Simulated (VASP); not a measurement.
# Ni (P-1) in VASP: a series of runs

The runs below take Ni through single point, with PBE.

All numbers are computed with VASP 6.6.1; they aren't measurements. Logs are shortened: lines on timing, memory, paths and dates and some standing lists are left out, and cuts for length are marked.

## Step 1: The cell of the first run

The typed cell holds 1 atom: a = 2.405 Å, b = 2.487 Å, c = 2.431 Å, α = 62.46°, β = 61.27°, γ = 62.15°.

## Step 2: Single point, PBE, collinear spin, ferromagnetic start

INCAR

```
PREC = Accurate
ENCUT = 520
EDIFF = 1E-6
ISMEAR = -1
SIGMA = 0.1
LREAL = F
LASPH = T
NELM = 150
ALGO = Normal
ISIF = 2
LWAVE = F
LCHARG = F
ISPIN = 2
MAGMOM = 2
LORBIT = 11
LMAXMIX = 4
GGA = PE
NBANDS = 15
```

KPOINTS

```
regular mesh
0
Gamma
  10 9 9
```

POSCAR

```
Ni
1.0
   -0.0259765609      1.7024331166      1.6981702451
    1.7579303117     -0.0847382969      1.7569319812
    1.7170087426      1.7202832668     -0.0438267110
Ni
1
Direct
    0.0000000000      0.0000000000      0.0000000000
```

Potentials or basis: VASP PAW PBE potentials, release 64 (Ni).

The run is started by

```bash
cat potpaw_PBE.64/Ni/POTCAR > POTCAR
mpirun -np 1 vasp_std > vasp.out
```

OUTCAR:

```text
PREC = Accurate
   ENCUT = 520
   EDIFF = 1E-6
   ISMEAR = -1
   LREAL = F
   LASPH = T
   NELM = 150
   ISIF = 2
   ISPIN = 2
   LORBIT = 11
   GGA = PE

 ion  position               nearest neighbor table
   1  0.000  0.000  0.000-

  LATTYP: Found a triclinic cell.
 ALAT       =     4.2591874904
 B/A-ratio  =     0.5930282137
 C/A-ratio  =     0.5707493978
 COS(alpha) =     0.0022854271
 COS(beta)  =     0.2727189898
 COS(gamma) =     0.8708782318

  Lattice vectors:

 A1 = (   1.8098834335,  -3.4896045301,  -1.6394085090)
 A2 = (   1.7839068726,  -1.7871714135,   0.0587617361)
 A3 = (  -1.7170087426,  -1.7202832668,   0.0438267110)

Analysis of symmetry for initial positions (statically):
=====================================================================
 Subroutine PRICEL returns:
 Original cell was already a primitive cell.

 Routine SETGRP: Setting up the symmetry group for a
 triclinic supercell.

 Subroutine GETGRP returns: Found  2 space group operations
 (whereof  2 operations were pure point group operations)
 out of a pool of  2 trial point group operations.

The static configuration has the point symmetry S_2 .

Analysis of symmetry for dynamics (positions and initial velocities):
=====================================================================
 Subroutine PRICEL returns:
 Original cell was already a primitive cell.

 Routine SETGRP: Setting up the symmetry group for a
 triclinic supercell.

 Subroutine GETGRP returns: Found  2 space group operations
 (whereof  2 operations were pure point group operations)
 out of a pool of  2 trial point group operations.

The dynamic configuration has the point symmetry S_2 .

Analysis of structural, dynamic, and magnetic symmetry:
=====================================================================
 Subroutine PRICEL returns:
 Original cell was already a primitive cell.

 Routine SETGRP: Setting up the symmetry group for a
 triclinic supercell.

 Subroutine GETGRP returns: Found  2 space group operations
 (whereof  2 operations were pure point group operations)
 out of a pool of  2 trial point group operations.

The overall configuration has the point symmetry S_2 .

 Subroutine INISYM returns: Found  2 space group operations
 (whereof  2 operations are pure point group operations),
 and found     1 'primitive' translations

----------------------------------------------------------------------------------------

                                     Primitive cell

  volume of cell :      10.7278

  direct lattice vectors                    reciprocal lattice vectors
    -0.025976561  1.702433117  1.698170245    -0.281390205  0.288381830  0.295458994
     1.757930312 -0.084738297  1.756931981     0.279268528 -0.271689065  0.276642992
[... 122 lines left out ...]

 Free energy of the ion-electron system (eV)
  ---------------------------------------------------
  ext. energy  EPLUGINS =         0.00000000
  ---------------------------------------------------
  free energy    TOTEN  =        -5.47400232 eV

  energy without entropy =       -5.42024727  energy(sigma->0) =       -5.44712479

 E-fermi :   9.5483     XC(G=0): -13.3352

 val. band max:        9.5445617871   @ k =  -0.3000  -0.2222   0.1111
 cond. band min:       9.5484271281   @ k =  -0.4000  -0.0000   0.2222
 fundamental gap:      0.0038653411
 Fermi energy:         9.5483232745

 spin component 1

 k-point     1 :       0.0000    0.0000    0.0000
  band No.  band energies     occupation
      1       0.4714      1.00000
      2       6.9043      1.00000
      3       7.1082      1.00000
      4       7.3605      1.00000
      5       8.3569      0.99999
      6       8.3852      0.99999
      7      32.9157      0.00000
      8      35.9559      0.00000
      9      37.6954      0.00000
     10      38.6711      0.00000
     11      39.1918      0.00000
     12      40.5018      0.00000
     13      41.7091      0.00000
     14      43.7958      0.00000
[... 403 lines left out ...]
      4       7.9685      1.00000
      5       8.4276      0.99999
      6      10.7252      0.00001
      7      20.0288      0.00000
      8      22.5696      0.00000
      9      32.7926      0.00000
     10      33.6922      0.00000
     11      42.1746      0.00000
     12      43.6814      0.00000
     13      48.9827      0.00000
     14      51.0903      0.00000
     15      52.4956      0.00000

 [... further k-points ...]

 spin component 2

 k-point     1 :       0.0000    0.0000    0.0000
  band No.  band energies     occupation
      1       0.4367      1.00000
      2       7.5847      1.00000
      3       7.7989      1.00000
      4       8.0411      1.00000
      5       8.9020      0.99844
      6       8.9274      0.99799
      7      32.7850      0.00000
      8      35.9310      0.00000
      9      37.6695      0.00000
     10      38.7727      0.00000
     11      39.1608      0.00000
     12      40.5904      0.00000
     13      41.7680      0.00000
     14      43.6961      0.00000
[... 403 lines left out ...]
      4       8.4955      0.99997
      5       9.1647      0.97887
      6      11.2054      0.00000
      7      20.2132      0.00000
      8      22.6768      0.00000
      9      32.8572      0.00000
     10      33.6803      0.00000
     11      42.1442      0.00000
     12      43.6822      0.00000
     13      49.0671      0.00000
     14      51.1342      0.00000
     15      52.9478      0.00000

 [... further k-points ...]
[... 5 lines left out ...]
  --------------------------------------------------------------------------------------
  -------------------------------------------------------------------------------------
  Total        0.2123044      0.3082693      0.2785535      0.3257257      0.5505670     -0.1072545
  in kB       31.7071852     46.0393240     41.6013313     48.6463914     82.2259268    -16.0182137
  external PRESSURE =      39.7826135 kB  Pullay stress =       0.0000000 kB

 VOLUME and BASIS-vectors are now :
 -----------------------------------------------------------------------------
  energy-cutoff  :      520.00
  volume of cell :       10.73
      direct lattice vectors                 reciprocal lattice vectors
    -0.025976561  1.702433117  1.698170245    -0.281390205  0.288381830  0.295458994
     1.757930312 -0.084738297  1.756931981     0.279268528 -0.271689065  0.276642992
     1.717008743  1.720283267 -0.043826711     0.292226723  0.282527164 -0.278766253

 POSITION                                       TOTAL-FORCE (eV/Angst)
 -----------------------------------------------------------------------------------
      0.00000      0.00000      0.00000        -0.000000      0.000000     -0.000000
 -----------------------------------------------------------------------------------
    total drift:                                0.000000     -0.000000     -0.000000

  FREE ENERGIE OF THE ION-ELECTRON SYSTEM (eV)
  ---------------------------------------------------
  free  energy   TOTEN  =        -5.4740023241 eV

  energy  without entropy=       -5.4202472651  energy(sigma->0) =       -5.44712479

 total charge

# of ion       s       p       d       tot
------------------------------------------
    1        0.504   0.511   8.326   9.341

 magnetization (x)

# of ion       s       p       d       tot
------------------------------------------
    1       -0.007  -0.024   0.613   0.582
```

Wall time 64 s (1 thread of Intel Xeon Platinum 8488C (Sapphire Rapids), shared host); peak memory 0.2 GiB.

Results:

* Free energy: -5.4740 eV
* Pressure: 4.0 GPa
* Net moment: 0.57 μB per cell
* Site moments: Ni +0.58 μB
* Valence electrons inside the program's atomic spheres: Ni 9.34

## Step 3: Single point, PBE, collinear spin, ferromagnetic start

This run uses another cell than the first one, of 10.78 Å³/atom, 1.005 times its volume.

INCAR

```
SYSTEM = Ni
ALGO = Normal ; EDIFF = 1E-6
ENCUT = 520 ; GGA = PE
ISIF = 2 ; ISMEAR = -1
ISPIN = 2 ; LASPH = .TRUE.
LCHARG = .TRUE. ; LELF = .TRUE.
LMAXMIX = 4 ; LORBIT = 11
LREAL = .FALSE. ; LVHAR = .TRUE.
LWAVE = .FALSE. ; MAGMOM = 2
NBANDS = 15 ; NELM = 150
PREC = Accurate ; SIGMA = 0.1
```

KPOINTS

```
k-points
0
G
  10 9 9
  0 0 0
```

POSCAR

```
Ni
1.0
   -0.0260200000      1.7052800000      1.7010100000
    1.7608700000     -0.0848800000      1.7598700000
    1.7198800000      1.7231600000     -0.0439000000
Ni
1
Direct
    0.0000000000      0.0000000000      0.0000000000
```

Potentials or basis: VASP PAW PBE potentials, release 64 (Ni).

The run is started by

```bash
cat potpaw_PBE.64/Ni/POTCAR > POTCAR
mpirun -np 1 vasp_std > vasp.out
```

Wall time 71 s (1 thread of Intel Xeon Platinum 8488C (Sapphire Rapids), shared host); peak memory 0.2 GiB.

Results (log left out):

| Quantity | Value |
| --- | --- |
| Free energy | -5.4752 eV |
| Pressure | 2.9 GPa |
| Net moment | 0.57 μB per cell |
| Site moments | Ni +0.58 μB |
| Valence electrons inside the program's atomic spheres | Ni 9.33 |

Stress tensor (GPa, compression positive):
```
 2.14  4.77 -1.57
 4.77  3.55  8.08
-1.57  8.08  3.12
```

Levels at points of the mesh, in eV from the Fermi level:
Spin up:
```tsv
k point	band 1	band 2	band 3	band 4	band 5	band 6	band 7	band 8	band 9	band 10
(0.00, 0.00, 0.00)	-9.04	-2.63	-2.43	-2.18	-1.19	-1.16	23.32	26.33	28.06	29.03
(0.50, 0.00, 0.00)	-4.81	-2.64	-2.11	-0.64	-0.45	-0.13	6.01	21.88	24.07	25.42
```
Spin down:
| k point | band 2 | band 3 | band 4 | band 5 | band 6 | band 7 |
| --- | --- | --- | --- | --- | --- | --- |
| (0.00, 0.00, 0.00) | -1.95 | -1.74 | -1.49 | -0.64 | -0.62 | 23.19 |
| (0.50, 0.00, 0.00) | -2.08 | -1.57 | -0.18 | 0.07 | 0.28 | 6.38 |

## Step 4: Single point, PBE, collinear spin, ferromagnetic start

This run uses another cell than the first one, of 10.84 Å³/atom, 1.010 times its volume.

INCAR

```
SYSTEM = Ni
ALGO     = Normal         ! electronic algorithm
EDIFF    = 1E-6           ! SCF threshold, eV
ENCUT    = 520            ! plane-wave cutoff, eV
GGA      = PE             ! functional
ISIF     = 2              ! what is computed and relaxed
ISMEAR   = -1             ! smearing method
ISPIN    = 2              ! spin polarisation
LASPH    = .True.         ! aspherical terms in the spheres
LCHARG   = .True.         ! write CHGCAR
LELF     = .True.         ! ELF
LMAXMIX  = 4              ! l up to which the mixer works
LORBIT   = 11             ! projections on sites
LREAL    = .False.        ! projectors in reciprocal space
LVHAR    = .True.       
LWAVE    = .False.        ! write WAVECAR
MAGMOM   = 2              ! initial moments
NBANDS   = 15             ! bands
NELM     = 150            ! most SCF steps
PREC     = Accurate       ! precision mode
SIGMA    = 0.1            ! smearing width, eV
```

KPOINTS

```
k-points
0
Gamma
  10 9 9
  0 0 0
```

POSCAR

```
Ni
1.0
   -0.0260632946      1.7081174096      1.7038403047
    1.7637999056     -0.0850212315      1.7627982417
    1.7227417024      1.7260271600     -0.0439730451
Ni
1
Direct
    0.0000000000      0.0000000000      0.0000000000
```

Potentials or basis: VASP PAW PBE potentials, release 64 (Ni).

The run is started by

```bash
cat potpaw_PBE.64/Ni/POTCAR > POTCAR
mpirun -np 1 vasp_std > vasp.out
```

OUTCAR:

```text
SYSTEM = Ni
   EDIFF = 1E-6
   ENCUT = 520
   GGA = PE
   ISIF = 2
   ISMEAR = -1
   ISPIN = 2
   LASPH = .True.
   LORBIT = 11
   LREAL = .False.
   NELM = 150
   PREC = Accurate

 ion  position               nearest neighbor table
   1  0.000  0.000  0.000-

  LATTYP: Found a triclinic cell.
 ALAT       =     4.2734085892
 B/A-ratio  =     0.5930282137
 C/A-ratio  =     0.5707493977
 COS(alpha) =     0.0022854271
 COS(beta)  =     0.2727189898
 COS(gamma) =     0.8708782318

  Lattice vectors:

 A1 = (   1.8159264948,  -3.5012560507,  -1.6448823677)
 A2 = (   1.7898632002,  -1.7931386411,   0.0589579370)
 A3 = (  -1.7227417024,  -1.7260271600,   0.0439730451)

Analysis of symmetry for initial positions (statically):
=====================================================================
 Subroutine PRICEL returns:
 Original cell was already a primitive cell.

 Routine SETGRP: Setting up the symmetry group for a
 triclinic supercell.

 Subroutine GETGRP returns: Found  2 space group operations
 (whereof  2 operations were pure point group operations)
 out of a pool of  2 trial point group operations.

The static configuration has the point symmetry S_2 .

Analysis of symmetry for dynamics (positions and initial velocities):
=====================================================================
 Subroutine PRICEL returns:
 Original cell was already a primitive cell.

 Routine SETGRP: Setting up the symmetry group for a
 triclinic supercell.

 Subroutine GETGRP returns: Found  2 space group operations
 (whereof  2 operations were pure point group operations)
 out of a pool of  2 trial point group operations.

The dynamic configuration has the point symmetry S_2 .

Analysis of structural, dynamic, and magnetic symmetry:
=====================================================================
 Subroutine PRICEL returns:
 Original cell was already a primitive cell.

 Routine SETGRP: Setting up the symmetry group for a
 triclinic supercell.

[... 154 lines left out ...]
 fundamental gap:      0.0049487327
 Fermi energy:         9.4061235599

 spin component 1

 k-point     1 :       0.0000    0.0000    0.0000
  band No.  band energies     occupation
      1       0.3984      1.00000
      2       6.7874      1.00000
      3       6.9880      1.00000
      4       7.2366      1.00000
      5       8.2193      0.99999
      6       8.2472      0.99999
      7      32.6793      0.00000
      8      35.6624      0.00000
      9      37.3886      0.00000
     10      38.3406      0.00000
     11      38.8812      0.00000
     12      40.1607      0.00000
     13      41.3625      0.00000
     14      43.4748      0.00000
[... 403 lines left out ...]
      4       7.8375      1.00000
      5       8.2875      0.99999
      6      10.5598      0.00001
      7      19.8043      0.00000
      8      22.3285      0.00000
      9      32.4905      0.00000
     10      33.4159      0.00000
     11      41.8479      0.00000
     12      43.3439      0.00000
     13      48.5737      0.00000
     14      50.6884      0.00000
     15      52.1709      0.00000

 [... further k-points ...]

 spin component 2

 k-point     1 :       0.0000    0.0000    0.0000
  band No.  band energies     occupation
      1       0.3631      1.00000
      2       7.4737      1.00000
      3       7.6848      1.00000
      4       7.9235      1.00000
      5       8.7701      0.99827
      6       8.7953      0.99778
      7      32.5473      0.00000
      8      35.6376      0.00000
      9      37.3638      0.00000
     10      38.4419      0.00000
     11      38.8512      0.00000
     12      40.2491      0.00000
     13      41.4215      0.00000
     14      43.3731      0.00000
[... 403 lines left out ...]
      4       8.3704      0.99997
      5       9.0311      0.97704
      6      11.0443      0.00000
      7      19.9886      0.00000
      8      22.4358      0.00000
      9      32.5555      0.00000
     10      33.4034      0.00000
     11      41.8176      0.00000
     12      43.3431      0.00000
     13      48.6572      0.00000
     14      50.7308      0.00000
     15      52.5889      0.00000

 [... further k-points ...]
[... 5 lines left out ...]
  --------------------------------------------------------------------------------------
  -------------------------------------------------------------------------------------
  Total        0.0766778      0.1709738      0.1428745      0.3169080      0.5362742     -0.1043181
  in kB       11.3377033     25.2804779     21.1256635     46.8585525     79.2944090    -15.4246455
  external PRESSURE =      19.2479482 kB  Pullay stress =       0.0000000 kB

 VOLUME and BASIS-vectors are now :
 -----------------------------------------------------------------------------
  energy-cutoff  :      520.00
  volume of cell :       10.84
      direct lattice vectors                 reciprocal lattice vectors
    -0.026063295  1.708117410  1.703840305    -0.280453791  0.287422150  0.294475762
     1.763799906 -0.085021232  1.762798242     0.278339175 -0.270784935  0.275722376
     1.722741702  1.726027160 -0.043973045     0.291254248  0.281586967 -0.277838571

 POSITION                                       TOTAL-FORCE (eV/Angst)
 -----------------------------------------------------------------------------------
      0.00000      0.00000      0.00000        -0.000000      0.000000      0.000000
 -----------------------------------------------------------------------------------
    total drift:                                0.000000     -0.000000      0.000000

  FREE ENERGIE OF THE ION-ELECTRON SYSTEM (eV)
  ---------------------------------------------------
  free  energy   TOTEN  =        -5.4759773192 eV

  energy  without entropy=       -5.4216939520  energy(sigma->0) =       -5.44883564

 total charge

# of ion       s       p       d       tot
------------------------------------------
    1        0.500   0.502   8.321   9.323

 magnetization (x)

# of ion       s       p       d       tot
------------------------------------------
    1       -0.007  -0.024   0.619   0.588
```

OSZICAR:

```text
N       E                     dE             d eps       ncg     rms          rms(c)
DAV:   1     0.332715107719E+02    0.33272E+02   -0.44415E+03 25919   0.921E+02
DAV:   2    -0.489262106547E+01   -0.38164E+02   -0.35152E+02 27888   0.162E+02
DAV:   3    -0.630332918970E+01   -0.14107E+01   -0.14003E+01 29554   0.307E+01
DAV:   4    -0.631170522228E+01   -0.83760E-02   -0.83744E-02 30077   0.225E+00
DAV:   5    -0.631180253665E+01   -0.97314E-04   -0.97312E-04 30388   0.217E-01    0.112E+01
DAV:   6    -0.583732161244E+01    0.47448E+00   -0.12818E+01 35483   0.410E+01    0.614E+00
DAV:   7    -0.549132000656E+01    0.34600E+00   -0.25047E+00 33537   0.157E+01    0.181E+00
DAV:   8    -0.547976569454E+01    0.11554E-01   -0.24335E-02 29220   0.100E+00    0.957E-01
DAV:   9    -0.547678715983E+01    0.29785E-02   -0.19349E-03 39232   0.275E-01    0.351E-01
DAV:  10    -0.547598032342E+01    0.80684E-03   -0.11206E-03 38433   0.198E-01    0.390E-02
DAV:  11    -0.547597657414E+01    0.37493E-05   -0.27978E-05 31510   0.425E-02    0.240E-02
DAV:  12    -0.547597731921E+01   -0.74507E-06   -0.30101E-06 27518   0.129E-02
   1 F= -.54759773E+01 E0= -.54488356E+01  d E =-.542834E-01  mag=     0.5772
```

stdout:

```text
POSCAR found type information on POSCAR Ni
 POSCAR found :  1 types and       1 ions
 scaLAPACK will be used
 LDA part: xc-table for (Slater+PW92), standard interpolation
 POSCAR, INCAR and KPOINTS ok, starting setup
 FFT: planning ... GRIDC
 FFT: planning ... GRID_SOFT
 FFT: planning ... GRID
 WAVECAR not read
 entering main loop
```

Run time: 74 s. Hardware: 1 thread of Intel Xeon Platinum 8488C (Sapphire Rapids), shared host; peak memory 0.2 GiB.

Results:

```yaml
Free_energy: -5.4760 eV
Pressure: 1.9 GPa
Net_moment: 0.58 μB per cell
Site_moments: Ni +0.59 μB
Valence_electrons_inside_the_program's_atomic_spheres: Ni 9.32
```

Stress tensor (GPa, compression positive):
```
 1.13  4.69 -1.54
 4.69  2.53  7.93
-1.54  7.93  2.11
```

## Step 5: Summary

| cell | gap on the mesh (eV) | pressure (GPa) | moment (μB) |
| --- | --- | --- | --- |
| a = 2.405, b = 2.487, c = 2.431 Å, angles 62.5, 61.3, 62.2°, 1 atom | none | 4.0 | 0.57 |
| a = 2.409, b = 2.491, c = 2.435 Å, angles 62.5, 61.3, 62.2°, 1 atom | none | 2.9 | 0.57 |
| a = 2.413, b = 2.495, c = 2.439 Å, angles 62.5, 61.3, 62.2°, 1 atom | none | 1.9 | 0.58 |

Alike in all rows: task single point; level PBE; potentials or basis VASP PAW PBE potentials, release 64 (Ni); spin collinear, ferromagnetic start; k mesh 10 × 9 × 9; cutoff (eV) 520; smearing fermi-dirac 0.1 eV.

Absolute energies hang on the potentials; compare differences alone.
